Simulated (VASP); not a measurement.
# InSb (Cmcm) in VASP: a series of runs

InSb is run at these levels: PBE; tasks: single point.

All numbers are computed with VASP 6.6.1; they aren't measurements. Logs are shortened: lines on timing, memory, paths and dates and some standing lists are left out, and cuts for length are marked.

## Step 1: The cell of the first run

The structure is orthorhombic, space group Cmcm (No. 63). Conventional cell: a = 6.127 Å, b = 6.163 Å, c = 6.127 Å, α = 90.00°, β = 90.00°, γ = 90.00°. In (site symmetry m2m) has 6 Sb at 3.06 to 3.09 Å within 4.0 Å. Sb (site symmetry m2m) has 6 In at 3.06 to 3.09 Å within 4.0 Å.

## Step 2: Single point, PBE

INCAR

```
SYSTEM = InSb
ALGO = Normal
EDIFF = 1E-6
ENCUT = 520
GGA = PE
ISIF = 2
ISMEAR = 0
LASPH = .TRUE.
LCHARG = .FALSE.
LREAL = .FALSE.
LWAVE = .FALSE.
NBANDS = 26
NELM = 60
PREC = Accurate
SIGMA = 0.1
```

KPOINTS

```
k-points
0
G
  4 4 2
  0 0 0
```

POSCAR

```
InSb
1.0
    3.0633140000     -3.0813730000      0.0000000000
    3.0633140000      3.0813730000      0.0000000000
    0.0000000000      0.0000000000      6.1268940000
In Sb
2 2
Direct
    0.2794110000      0.7205890000      0.2500000000
    0.7205890000      0.2794110000      0.7500000000
    0.7772050000      0.2227950000      0.2500000000
    0.2227950000      0.7772050000      0.7500000000
```

Potentials or basis: VASP PAW PBE potentials, release 64 (In_d, Sb).

Command:

```sh
$ cat potpaw_PBE.64/In_d/POTCAR potpaw_PBE.64/Sb/POTCAR > POTCAR
$ mpirun -np 1 vasp_std > vasp.out
```

OUTCAR:

```text
SYSTEM = InSb
   EDIFF = 1E-6
   ENCUT = 520
   GGA = PE
   ISIF = 2
   ISMEAR = 0
   LASPH = .TRUE.
   LREAL = .FALSE.
   NELM = 60
   PREC = Accurate

 ion  position               nearest neighbor table
   1  0.279  0.721  0.250-   3 3.06   3 3.06   3 3.07   4 3.08   4 3.08   3 3.09
   2  0.721  0.279  0.750-   4 3.06   4 3.06   4 3.07   3 3.08   3 3.08   4 3.09
   3  0.777  0.223  0.250-   1 3.06   1 3.06   1 3.07   2 3.08   2 3.08   1 3.09
   4  0.223  0.777  0.750-   2 3.06   2 3.06   2 3.07   1 3.08   1 3.08   2 3.09

  LATTYP: Found a base centered orthorhombic cell.
 ALAT       =     6.1266280000
 B/A-ratio  =     1.0058952494
 C/A-ratio  =     1.0000434170

  Lattice vectors:

 A1 = (   3.0633140000,  -3.0813730000,   0.0000000000)
 A2 = (   3.0633140000,   3.0813730000,   0.0000000000)
 A3 = (   0.0000000000,   0.0000000000,   6.1268940000)

Analysis of symmetry for initial positions (statically):
=====================================================================
 Subroutine PRICEL returns:
 Original cell was already a primitive cell.

 Routine SETGRP: Setting up the symmetry group for a
 base centered orthorhombic supercell.

 Subroutine GETGRP returns: Found  8 space group operations
 (whereof  4 operations were pure point group operations)
 out of a pool of  8 trial point group operations.

The static configuration has the point symmetry C_2h.
 The point group associated with its full space group is D_2h.

Analysis of symmetry for dynamics (positions and initial velocities):
=====================================================================
 Subroutine PRICEL returns:
 Original cell was already a primitive cell.

 Routine SETGRP: Setting up the symmetry group for a
 base centered orthorhombic supercell.

 Subroutine GETGRP returns: Found  8 space group operations
 (whereof  4 operations were pure point group operations)
 out of a pool of  8 trial point group operations.

The dynamic configuration has the point symmetry C_2h.
 The point group associated with its full space group is D_2h.

 Subroutine INISYM returns: Found  8 space group operations
 (whereof  4 operations are pure point group operations),
 and found     1 'primitive' translations

----------------------------------------------------------------------------------------

                                     Primitive cell

  volume of cell :     115.6661

  direct lattice vectors                    reciprocal lattice vectors
     3.063314000 -3.081373000  0.000000000     0.163221922 -0.162265328  0.000000000
[... 80 lines left out ...]
   LREAL  =      F    real-space projection
   EDIFFG = 0.1E-04   stopping-criterion for IOM
   NSW    =      0    number of steps for IOM
   IBRION =     -1    ionic relax: 0-MD 1-quasi-New 2-CG
   NFREE  =      0    steps in history (QN), initial steepest desc. (CG)
   ISIF   =      2    stress and relaxation
   ISYM   =      2    0-nonsym 1-usesym 2-fastsym
   POTIM  = 0.5000    time-step for ionic-motion
   TEBEG  =    0.0;   TEEND  =   0.0 temperature during run
   PSTRESS=    0.0 pullay stress
   NELECT =      36.0000    total number of electrons
   NUPDOWN=      -1.0000    fix difference up-down
   EMIN   =  10.00;   EMAX   =-10.00  energy-range for DOS
   EFERMI =   0.00;   METHOD = LEGACY
   ISMEAR =     0;   SIGMA  =   0.10  broadening in eV -4-tet -1-fermi 0-gaus
   EFERMI_NEDOS =   21; number of points for ismear=-14 and -15
   IALGO  =     38    algorithm
   IMIX   =      4    mixing-type and parameters
     AMIX     =   0.40;   BMIX     =  1.00
     AMIX_MAG =   1.60;   BMIX_MAG =  1.00
  volume/ion in A,a.u.               =      28.92       195.14
  Fermi-wavevector in a.u.,A,eV,Ry     =   1.109448  2.096553 16.747069  1.230875
  Thomas-Fermi vector in A             =   2.245988
   LORBIT       =      0    0 simple, 1 ext, 2 COOP (PROOUT), +10 PAW based schemes
   GGA     = PE    functional components
   LHFCALC =     F    Hartree Fock is set to
   AEXX    =    0.0000 exact exchange contribution
   IVDW    =     0    specifies the selected vdW correction
   LEPSILON=     F    determine dielectric tensor
   LRPA    =     F    only Hartree local field effects (RPA)
 non-spin polarized calculation
 Gauss-broadening in eV      SIGMA  =   0.10
  energy-cutoff  :      520.00
  volume of cell :      115.67
 maximum number of plane-waves:      3156
   NGX = 17   NGY = 17   NGZ = 23

 number of electron      35.9999988 magnetization

 Free energy of the ion-electron system (eV)
  ---------------------------------------------------
  ext. energy  EPLUGINS =         0.00000000
  ---------------------------------------------------
  free energy    TOTEN  =       -13.17238600 eV

  energy without entropy =      -13.14557073  energy(sigma->0) =      -13.15897836

 E-fermi :   6.7308     XC(G=0):  -9.7229

 val. band max:        6.7080086575   @ k =   0.5000   0.2500   0.0000
 cond. band min:       6.7560972343   @ k =  -0.2500   0.2500   0.0000
 fundamental gap:      0.0480885768
 Fermi energy:         6.7307884277

 k-point     1 :       0.0000    0.0000    0.0000
  band No.  band energies     occupation
      1      -7.8999      2.00000
      2      -7.7796      2.00000
      3      -7.7658      2.00000
      4      -7.7584      2.00000
      5      -7.7540      2.00000
      6      -7.7504      2.00000
[... 395 lines left out ...]
     25      12.9029      0.00000
     26      12.9029      0.00000

------------------------ aborting loop because EDIFF is reached ----------------------------------------

  FORCE on cell =-STRESS in cart. coord.  units (eV):
  Direction    XX          YY          ZZ          XY          YZ          ZX
  --------------------------------------------------------------------------------------
  -------------------------------------------------------------------------------------
  Total        1.5346683      2.5271725     -2.0255343      0.0000000     -0.0000000      0.0000000
  in kB       21.2578306     35.0057451    -28.0571811      0.0000000     -0.0000000      0.0000000
  external PRESSURE =       9.4021315 kB  Pullay stress =       0.0000000 kB

 VOLUME and BASIS-vectors are now :
 -----------------------------------------------------------------------------
  energy-cutoff  :      520.00
  volume of cell :      115.67
      direct lattice vectors                 reciprocal lattice vectors
     3.063314000 -3.081373000  0.000000000     0.163221922 -0.162265328  0.000000000
     3.063314000  3.081373000  0.000000000     0.163221922  0.162265328  0.000000000
     0.000000000  0.000000000  6.126894000     0.000000000  0.000000000  0.163214836

 POSITION                                       TOTAL-FORCE (eV/Angst)
 -----------------------------------------------------------------------------------
      3.06331      1.35943      1.53172         0.000000      0.062997     -0.000000
      3.06331     -1.35943      4.59517         0.000000     -0.062997     -0.000000
      3.06331     -1.70834      1.53172         0.000000     -0.054231      0.000000
      3.06331      1.70834      4.59517         0.000000      0.054231      0.000000
 -----------------------------------------------------------------------------------
    total drift:                               -0.000000     -0.000000     -0.000000

  FREE ENERGIE OF THE ION-ELECTRON SYSTEM (eV)
  ---------------------------------------------------
  free  energy   TOTEN  =       -13.1723859964 eV

  energy  without entropy=      -13.1455707297  energy(sigma->0) =      -13.15897836
```

OSZICAR:

```text
N       E                     dE             d eps       ncg     rms          rms(c)
DAV:   1     0.285066449047E+03    0.28507E+03   -0.16000E+04   728   0.150E+03
DAV:   2     0.112242341758E+02   -0.27384E+03   -0.26728E+03   754   0.359E+02
DAV:   3    -0.123576487711E+02   -0.23582E+02   -0.23050E+02   934   0.118E+02
DAV:   4    -0.132394189331E+02   -0.88177E+00   -0.87717E+00   846   0.245E+01
DAV:   5    -0.132836796056E+02   -0.44261E-01   -0.44248E-01  1182   0.515E+00    0.459E+00
DAV:   6    -0.131711153720E+02    0.11256E+00   -0.26633E-01   980   0.655E+00    0.250E+00
DAV:   7    -0.131720219178E+02   -0.90655E-03   -0.78534E-02  1012   0.222E+00    0.698E-01
DAV:   8    -0.131720924875E+02   -0.70570E-04   -0.84755E-03   896   0.995E-01    0.234E-01
DAV:   9    -0.131723541313E+02   -0.26164E-03   -0.84153E-04  1016   0.293E-01    0.754E-02
DAV:  10    -0.131723811635E+02   -0.27032E-04   -0.12352E-04  1004   0.118E-01    0.185E-02
DAV:  11    -0.131723857304E+02   -0.45670E-05   -0.11652E-05   800   0.198E-02    0.163E-02
DAV:  12    -0.131723859964E+02   -0.26597E-06   -0.16233E-06   660   0.109E-02
   1 F= -.13172386E+02 E0= -.13158978E+02  d E =-.268153E-01
```

stdout:

```text
POSCAR found type information on POSCAR InSb
 POSCAR found :  2 types and       4 ions
 scaLAPACK will be used
 LDA part: xc-table for (Slater+PW92), standard interpolation
 POSCAR, INCAR and KPOINTS ok, starting setup
 FFT: planning ... GRIDC
 FFT: planning ... GRID_SOFT
 FFT: planning ... GRID
 WAVECAR not read
 entering main loop
```

It took 59 s on 1 thread of AMD EPYC 7R13, shared host; peak memory 0.19 GiB.

What came out:

| Quantity | Value |
| --- | --- |
| Free energy | -13.1724 eV |
| Pressure | 0.9 GPa |
| Largest force | 0.063 eV/Å |
| Band gap on the k mesh | zero (band 18 reaches 6.96 eV, above the bottom of band 19 at 4.57 eV) |

Forces on the atoms (eV/Å):
```
In   0.000  0.063  0.000
In   0.000 -0.063  0.000
Sb   0.000 -0.054  0.000
Sb   0.000  0.054  0.000
```

Stress tensor (GPa, compression positive):
```
 2.13  0.00  0.00
 0.00  3.50  0.00
 0.00  0.00 -2.81
```

Levels at points of the mesh, in eV from the Fermi level:
```
           k point  band 15  band 16  band 17  band 18  band 19  band 20  band 21  band 22
(0.00, 0.00, 0.00)    -2.24    -2.17    -0.54    -0.23    -0.07    -0.04     3.24     5.76
(0.50, 0.00, 0.00)    -2.72    -2.58    -0.16     0.04     1.28     1.33     3.12     3.42
(0.50, 0.50, 0.00)    -3.41    -3.35    -2.17    -2.16    -2.16    -2.12     2.89     3.16
(0.00, 0.00, 0.50)    -1.34    -1.34    -1.33    -1.33     0.10     0.10     3.97     3.97
(0.50, 0.00, 0.50)     0.22     0.22     0.23     0.23     2.09     2.09     2.38     2.38
(0.50, 0.50, 0.50)    -3.60    -3.60    -3.56    -3.56     1.82     1.82     3.27     3.27
```

Caveat: the k points lie up to 0.51 Å⁻¹ apart; spin-orbit coupling is left out, which moves the levels of the heavy elements.

## Step 3: Single point, PBE

INCAR

```
  ALGO = Normal
  EDIFF = 1E-6
  ENCUT = 520
  GGA = PE
  ISIF = 2
  ISMEAR = 0
  LASPH = True
  LCHARG = True
  LELF = True
  LREAL = False
  LVHAR = True
  LWAVE = False
  NBANDS = 26
  NELM = 100
  PREC = Accurate
  SIGMA = 0.1
```

KPOINTS

```
k-points
0
Gamma
  4 4 4
```

POSCAR is that of step 2.

Potentials or basis: VASP PAW PBE potentials, release 64 (In_d, Sb).

Command:

```sh
$ cat potpaw_PBE.64/In_d/POTCAR potpaw_PBE.64/Sb/POTCAR > POTCAR
$ mpirun -np 1 vasp_std > vasp.out
```

It took 89 s on 1 thread of AMD EPYC 7R13, shared host; peak memory 0.21 GiB.

The run converged. Its results:

```yaml
Free_energy: -13.0876 eV
Pressure: 0.8 GPa
Largest_force: 0.239 eV/Å
Band_gap_on_the_k_mesh: zero (band 18 reaches 6.92 eV, above the bottom of band 19 at 4.57 eV)
```

Forces in eV/Å, atoms in the order of the input:
```
In   0.000  0.096  0.000
In   0.000 -0.096  0.000
Sb   0.000 -0.239  0.000
Sb   0.000  0.239  0.000
```

Stress tensor (GPa, compression positive):
```
0.42 0.00 0.00
0.00 1.24 0.00
0.00 0.00 0.87
```

Levels at points of the mesh, in eV from the Fermi level:
```
           k point  band 16  band 17  band 18  band 19  band 20  band 21
(0.00, 0.00, 0.00)    -2.10    -0.46    -0.17    -0.03     0.05     3.32
(0.50, 0.00, 0.00)    -2.48    -0.10     0.10     1.38     1.43     3.20
(0.50, 0.50, 0.00)    -3.23    -2.10    -2.10    -2.07    -2.02     2.98
(0.00, 0.00, 0.50)    -1.27    -1.27    -1.27     0.21     0.21     4.05
(0.50, 0.00, 0.50)     0.27     0.29     0.29     2.17     2.17     2.48
(0.50, 0.50, 0.50)    -3.54    -3.48    -3.48     1.90     1.90     3.39
```

Caveat: the k points lie up to 0.36 Å⁻¹ apart; spin-orbit coupling is left out, which moves the levels of the heavy elements.
